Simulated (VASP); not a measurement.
Li:

```
Li
1.0
     3.51000    0.00000    0.00000
     0.00000    3.51000    0.00000
     0.00000    0.00000    3.51000
Li
2
Cartesian
  0.0000 0.0000 0.0000
  1.7550 1.7550 1.7550
```

- Program: VASP 6.6.1
- Task: relaxation of volume and atoms at fixed shape
- Functional: PBEsol
- Potentials or basis: VASP PAW PBE potentials, release 64 (Li_sv)
- Cutoff: 600 eV
- k mesh: 6 × 6 × 6
- Occupations: gaussian, width 0.1 eV
- Spin: no spin polarisation

At the start: pressure -0.9 GPa; volume 21.62 Å³/atom.

Task: Where does the relaxation end?

Result: Over 3 steps the energy falls by 5.1 meV/atom and the volume is 20.14 Å³/atom (-6.9 %); space group Im-3m (No. 229, to 0.05 Å).

Step by step:
```tsv
step	energy change (eV)	largest force (eV/Å)	pressure (GPa)	volume (Å³)
1	0.0000	0.0000	-0.94	43.24
2	-0.0042	0.0000	-0.75	42.45
3	-0.0102	0.0000	-0.11	40.28
```

Final structure:
```cif
data_structure
_symmetry_space_group_name_H-M 'P 1'
_symmetry_Int_Tables_number 1
_cell_length_a 3.4279
_cell_length_b 3.4279
_cell_length_c 3.4279
_cell_angle_alpha 90.000
_cell_angle_beta 90.000
_cell_angle_gamma 90.000
_cell_volume 40.28
loop_
_atom_site_label
_atom_site_type_symbol
_atom_site_fract_x
_atom_site_fract_y
_atom_site_fract_z
_atom_site_occupancy
Li1 Li 0.00000 0.00000 0.00000 1
Li2 Li 0.50000 0.50000 0.50000 1
```

Caveat: the cutoff is under 1.25 times the usual one of these potentials, so pressure, stress and relaxed cells hold a basis-set (Pulay) error; the PAW data sets were made with another functional, which shifts forces and pressure a little.
